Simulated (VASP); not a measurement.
# NbAl in VASP: single point with slater exchange, lda correlation

Aim: the single point of NbAl with slater exchange, lda correlation.

Everything below comes from runs of VASP 6.6.1. Logs are shortened: lines on timing, memory, paths and dates and some standing lists are left out, and cuts for length are marked.

## Step 1: The cell of the first run

The cell holds a disordered packing, 4 atoms: a = 3.705 Å, b = 4.665 Å, c = 3.947 Å, α = 83.66°, β = 74.54°, γ = 91.12°.

## Step 2: Single point, slater exchange, lda correlation

INCAR reads:

```
ALGO = Normal
EDIFF = 1E-6
ENCUT = 400
GGA = LIBXC
GGA_COMPAT = False
ISIF = 2
ISMEAR = -1
LASPH = True
LCHARG = False
LIBXC1 = LDA_X
LIBXC2 = LDA_C_PW
LREAL = False
LWAVE = False
NBANDS = 24
NELM = 120
PREC = Accurate
SIGMA = 0.1
```

KPOINTS reads:

```
Automatic mesh
0
Gamma
  5 4 5
  0 0.5 0.5
```

POSCAR reads:

```
NbAl
1.0
    3.6337190000      0.0681330000      0.7190370000
   -0.1750470000      4.6616260000     -0.0256910000
    0.2904920000      0.4684830000      3.9081060000
Al Nb
2 2
Direct
    0.9635730000      0.4346800000      0.1936200000
    0.0271720000      0.9097150000      0.9544180000
    0.4106490000      0.7522950000      0.3861380000
    0.5704040000      0.2743410000      0.8126100000
```

Potentials or basis: VASP PAW PBE potentials, release 64 (Al, Nb_sv).

Run with:

```bash
$ cat potpaw_PBE.64/Al/POTCAR potpaw_PBE.64/Nb_sv/POTCAR > POTCAR
$ mpirun -np 1 vasp_std > vasp.out
```

OUTCAR:

```text
EDIFF = 1E-6
   ENCUT = 400
   GGA = LIBXC
   ISIF = 2
   ISMEAR = -1
   LASPH = True
   LREAL = False
   NELM = 120
   PREC = Accurate

 ion  position               nearest neighbor table
   1  0.964  0.435  0.194-   2 2.29   4 2.51   4 2.51   3 2.52   4 2.53   3 2.55   2 2.71
   2  0.027  0.910  0.954-   1 2.29   3 2.50   3 2.51   4 2.51   4 2.55   3 2.55   1 2.71
   3  0.411  0.752  0.386-   2 2.50   2 2.51   1 2.52   1 2.55   2 2.55   4 2.81
   4  0.570  0.274  0.813-   1 2.51   2 2.51   1 2.51   1 2.53   2 2.55   3 2.81

  LATTYP: Found a triclinic cell.
 ALAT       =     9.9712621346
 B/A-ratio  =     0.6225185523
 C/A-ratio  =     0.9629821451
 COS(alpha) =     0.0016537978
 COS(beta)  =     0.6173954948
 COS(gamma) =     0.7799722368

  Lattice vectors:

 A1 = (  -3.2836250000,  -9.3913850000,  -0.6676550000)
 A2 = (  -3.1681800000,  -4.2612760000,   3.2147600000)
 A3 = (  -0.4059370000,  -5.5985920000,  -7.7905210000)

Analysis of symmetry for initial positions (statically):
=====================================================================
 Subroutine PRICEL returns:
 Original cell was already a primitive cell.

 Routine SETGRP: Setting up the symmetry group for a
 triclinic supercell.

 Subroutine GETGRP returns: Found  1 space group operations
 (whereof  1 operations were pure point group operations)
 out of a pool of  2 trial point group operations.

The static configuration has the point symmetry C_1 .

Analysis of symmetry for dynamics (positions and initial velocities):
=====================================================================
 Subroutine PRICEL returns:
 Original cell was already a primitive cell.

 Routine SETGRP: Setting up the symmetry group for a
 triclinic supercell.

 Subroutine GETGRP returns: Found  1 space group operations
 (whereof  1 operations were pure point group operations)
 out of a pool of  2 trial point group operations.

The dynamic configuration has the point symmetry C_1 .

 Subroutine INISYM returns: Found  1 space group operations
 (whereof  1 operations are pure point group operations),
 and found     1 'primitive' translations

----------------------------------------------------------------------------------------

                                     Primitive cell

  volume of cell :      65.2567

  direct lattice vectors                    reciprocal lattice vectors
     3.633719000  0.068133000  0.719037000     0.279360655  0.010368879 -0.022008021
    -0.175047000  4.661626000 -0.025691000     0.001081660  0.214415944 -0.025783446
     0.290492000  0.468483000  3.908106000    -0.051391354 -0.000498207  0.259758097

  length of vectors
     3.704803650  4.664982148  3.946790396     0.280417977  0.215963314  0.264793483

  position of ions in fractional coordinates (direct lattice)
     0.963573000  0.434680000  0.193620000
     0.027172000  0.909715000  0.954418000
     0.410649000  0.752295000  0.386138000
     0.570404000  0.274341000  0.812610000

  ion indices of the primitive-cell ions
   primitive index   ion index
                 1           1
                 2           2
                 3           3
                 4           4

----------------------------------------------------------------------------------------

 KPOINTS: Automatic mesh

Automatic generation of k-mesh.
 Grid dimensions read from file:
 generate k-points for:    5    4    5

 Generating k-lattice:

  Cartesian coordinates                     Fractional coordinates (reciprocal lattice)
     0.055872131  0.002073776 -0.004401604     0.200000000  0.000000000  0.000000000
     0.000270415  0.053603986 -0.006445861     0.000000000  0.250000000  0.000000000
    -0.010278271 -0.000099641  0.051951619    -0.000000000  0.000000000  0.200000000

  Length of vectors
     0.056083595  0.053990829  0.052958697

  Shift w.r.t. Gamma in fractional coordinates (k-lattice)
     0.000000000  0.500000000  0.500000000

 Subroutine IBZKPT returns following result:
 ===========================================

 Found     50 irreducible k-points:

 Following reciprocal coordinates:
            Coordinates               Weight
  0.000000  0.125000  0.100000      2.000000
  0.200000  0.125000  0.100000      2.000000
  0.400000  0.125000  0.100000      2.000000
 -0.400000  0.125000  0.100000      2.000000
 -0.200000  0.125000  0.100000      2.000000
 -0.000000  0.375000  0.100000      2.000000
[... 16 lines left out ...]
  0.400000  0.125000  0.300000      2.000000
 -0.400000  0.125000  0.300000      2.000000
 [... further k-points ...]
   k-points           NKPTS =     50   k-points in BZ     NKDIM =     50   number of bands    NBANDS=     24
   number of dos      NEDOS =    301   number of ions     NIONS =      4
   total plane-waves  NPLWV =  20160
   dimension x,y,z NGX =    24 NGY =   30 NGZ =   28
   dimension x,y,z NGXF=    48 NGYF=   60 NGZF=   56
   ions per type =               2   2
   NGX,Y,Z   is equivalent  to a cutoff of  10.77, 10.69, 11.79 a.u.
   NGXF,Y,Z  is equivalent  to a cutoff of  21.54, 21.38, 23.59 a.u.
 SYSTEM =  unknown system
   PREC   = accura    normal or accurate (medium, high low for compatibility)
   ISTART =      0    job   : 0-new  1-cont  2-samecut
   ICHARG =      2    charge: 1-file 2-atom 10-const
   ISPIN  =      1    spin polarized calculation?
   LNONCOLLINEAR =      F non collinear calculations
   LSORBIT =      F    spin-orbit coupling
   LASPH  =      T    aspherical Exc in radial PAW
   ENCUT  =  400.0 eV  29.40 Ry    5.42 a.u.   6.04  7.61  6.44*2*pi/ulx,y,z
   NELM   =    120;   NELMIN=  2; NELMDL= -5     # of ELM steps
   EDIFF  = 0.1E-05   stopping-criterion for ELM
   LREAL  =      F    real-space projection
   EDIFFG = 0.1E-04   stopping-criterion for IOM
   NSW    =      0    number of steps for IOM
   IBRION =     -1    ionic relax: 0-MD 1-quasi-New 2-CG
   NFREE  =      0    steps in history (QN), initial steepest desc. (CG)
   ISIF   =      2    stress and relaxation
   ISYM   =      2    0-nonsym 1-usesym 2-fastsym
   POTIM  = 0.5000    time-step for ionic-motion
   TEBEG  =    0.0;   TEEND  =   0.0 temperature during run
   PSTRESS=    0.0 pullay stress
   NELECT =      32.0000    total number of electrons
   NUPDOWN=      -1.0000    fix difference up-down
   EMIN   =  10.00;   EMAX   =-10.00  energy-range for DOS
   EFERMI =   0.00;   METHOD = LEGACY
   ISMEAR =    -1;   SIGMA  =   0.10  broadening in eV -4-tet -1-fermi 0-gaus
   EFERMI_NEDOS =   21; number of points for ismear=-14 and -15
   IALGO  =     38    algorithm
   IMIX   =      4    mixing-type and parameters
     AMIX     =   0.40;   BMIX     =  1.00
     AMIX_MAG =   1.60;   BMIX_MAG =  1.00
  volume/ion in A,a.u.               =      16.31       110.09
  Fermi-wavevector in a.u.,A,eV,Ry     =   1.290971  2.439581 22.675541  1.666605
  Thomas-Fermi vector in A             =   2.422769
   LORBIT       =      0    0 simple, 1 ext, 2 COOP (PROOUT), +10 PAW based schemes
   GGA     = LIBXC    functional components
   LHFCALC =     F    Hartree Fock is set to
   AEXX    =    0.0000 exact exchange contribution
   IVDW    =     0    specifies the selected vdW correction
   LEPSILON=     F    determine dielectric tensor
   LRPA    =     F    only Hartree local field effects (RPA)
 non-spin polarized calculation
  energy-cutoff  :      400.00
  volume of cell :       65.26
 maximum number of plane-waves:      1202
   NGX = 13   NGY = 15   NGZ = 13

 number of electron      32.0000000 magnetization

 Free energy of the ion-electron system (eV)
  ---------------------------------------------------
  ext. energy  EPLUGINS =         0.00000000
  ---------------------------------------------------
  free energy    TOTEN  =       -28.20274325 eV

  energy without entropy =      -28.12666913  energy(sigma->0) =      -28.16470619

 E-fermi :   9.7435     XC(G=0): -11.7381

 val. band max:        9.7400871055   @ k =  -0.2000   0.3750   0.3000
 cond. band min:       9.7490653504   @ k =   0.4000   0.3750   0.5000
 fundamental gap:      0.0089782449
 Fermi energy:         9.7434518079

 k-point     1 :       0.0000    0.1250    0.1000
  band No.  band energies     occupation
      1     -44.6228      2.00000
      2     -44.4965      2.00000
      3     -21.1241      2.00000
      4     -20.8634      2.00000
      5     -20.8044      2.00000
      6     -20.7422      2.00000
[... 16 lines left out ...]
     23      15.1816      0.00000
     24      16.6029      0.00000

 k-point     2 :       0.2000    0.1250    0.1000
  band No.  band energies     occupation
      1     -44.6204      2.00000
      2     -44.4958      2.00000
      3     -21.1197      2.00000
      4     -20.8720      2.00000
      5     -20.8295      2.00000
      6     -20.7500      2.00000
[... 16 lines left out ...]
     23      15.6029      0.00000
     24      15.9777      0.00000

 k-point     3 :       0.4000    0.1250    0.1000
  band No.  band energies     occupation
      1     -44.6162      2.00000
      2     -44.4946      2.00000
      3     -21.1148      2.00000
      4     -20.9225      2.00000
      5     -20.8426      2.00000
      6     -20.7751      2.00000
[... 16 lines left out ...]
     23      14.7463      0.00000
     24      16.7667      0.00000

 k-point     4 :      -0.4000    0.1250    0.1000
  band No.  band energies     occupation
      1     -44.6160      2.00000
      2     -44.4946      2.00000
      3     -21.1144      2.00000
      4     -20.9275      2.00000
      5     -20.8421      2.00000
      6     -20.7772      2.00000
[... 16 lines left out ...]
     23      14.5426      0.00000
     24      16.0138      0.00000

 k-point     5 :      -0.2000    0.1250    0.1000
  band No.  band energies     occupation
      1     -44.6201      2.00000
      2     -44.4958      2.00000
      3     -21.1197      2.00000
      4     -20.8763      2.00000
      5     -20.8331      2.00000
      6     -20.7571      2.00000
[... 451 lines left out ...]
 k-point    22 :       0.2000    0.1250    0.3000
  band No.  band energies     occupation
      1     -44.6108      2.00000
      2     -44.5035      2.00000
      3     -21.0958      2.00000
      4     -20.8758      2.00000
      5     -20.8021      2.00000
      6     -20.7718      2.00000
[... 16 lines left out ...]
     23      15.3936      0.00000
     24      15.6832      0.00000

 k-point    23 :       0.4000    0.1250    0.3000
  band No.  band energies     occupation
      1     -44.6069      2.00000
      2     -44.5022      2.00000
      3     -21.0952      2.00000
      4     -20.9056      2.00000
      5     -20.8314      2.00000
      6     -20.7782      2.00000
[... 16 lines left out ...]
     23      15.4768      0.00000
     24      16.0071      0.00000

 k-point    24 :      -0.4000    0.1250    0.3000
  band No.  band energies     occupation
      1     -44.6063      2.00000
      2     -44.5026      2.00000
      3     -21.0941      2.00000
      4     -20.9156      2.00000
      5     -20.8340      2.00000
      6     -20.7765      2.00000
[... 16 lines left out ...]
     23      15.1422      0.00000
     24      16.3241      0.00000

 [... further k-points ...]
[... 5 lines left out ...]
  --------------------------------------------------------------------------------------
  -------------------------------------------------------------------------------------
  Total        9.1568779      7.7787188      5.6847989      0.4320645     -2.3807052     -3.5557191
  in kB      224.8188180    190.9823839    139.5726573     10.6080073    -58.4508539    -87.2996857
  external PRESSURE =     185.1246197 kB  Pullay stress =       0.0000000 kB

 VOLUME and BASIS-vectors are now :
 -----------------------------------------------------------------------------
  energy-cutoff  :      400.00
  volume of cell :       65.26
      direct lattice vectors                 reciprocal lattice vectors
     3.633719000  0.068133000  0.719037000     0.279360655  0.010368879 -0.022008021
    -0.175047000  4.661626000 -0.025691000     0.001081660  0.214415944 -0.025783446
     0.290492000  0.468483000  3.908106000    -0.051391354 -0.000498207  0.259758097

 POSITION                                       TOTAL-FORCE (eV/Angst)
 -----------------------------------------------------------------------------------
      3.48151      2.18267      1.43836         0.768407     -2.278517      0.396724
      0.21674      4.68973      3.72613        -0.774564      1.504028     -0.691235
      1.47267      3.71580      1.78501         0.298806      0.371177      1.062240
      2.26072      1.69843      3.57886        -0.292649      0.403312     -0.767730
 -----------------------------------------------------------------------------------
    total drift:                               -0.000202     -0.000899     -0.001117

  FREE ENERGIE OF THE ION-ELECTRON SYSTEM (eV)
  ---------------------------------------------------
  free  energy   TOTEN  =       -28.2027432546 eV

  energy  without entropy=      -28.1266691301  energy(sigma->0) =      -28.16470619
```

Run time: 96 s. Hardware: 1 thread of AMD EPYC 7R13, shared host; peak memory 0.15 GiB.

Results:

- Free energy: -28.2027 eV
- Pressure: 18.5 GPa
- Largest force: 2.437 eV/Å
- Band gap on the k mesh: zero (bands 16 and 17 overlap by 0.14 eV)

Forces on the atoms (eV/Å):
```
Al   0.768 -2.279  0.397
Al  -0.775  1.504 -0.691
Nb   0.299  0.371  1.062
Nb  -0.293  0.403 -0.768
```

Stress tensor (GPa, compression positive):
```
22.48  1.06 -8.73
 1.06 19.10 -5.85
-8.73 -5.85 13.96
```

Caveat: the PAW data sets were made with another functional, which shifts forces and pressure a little.
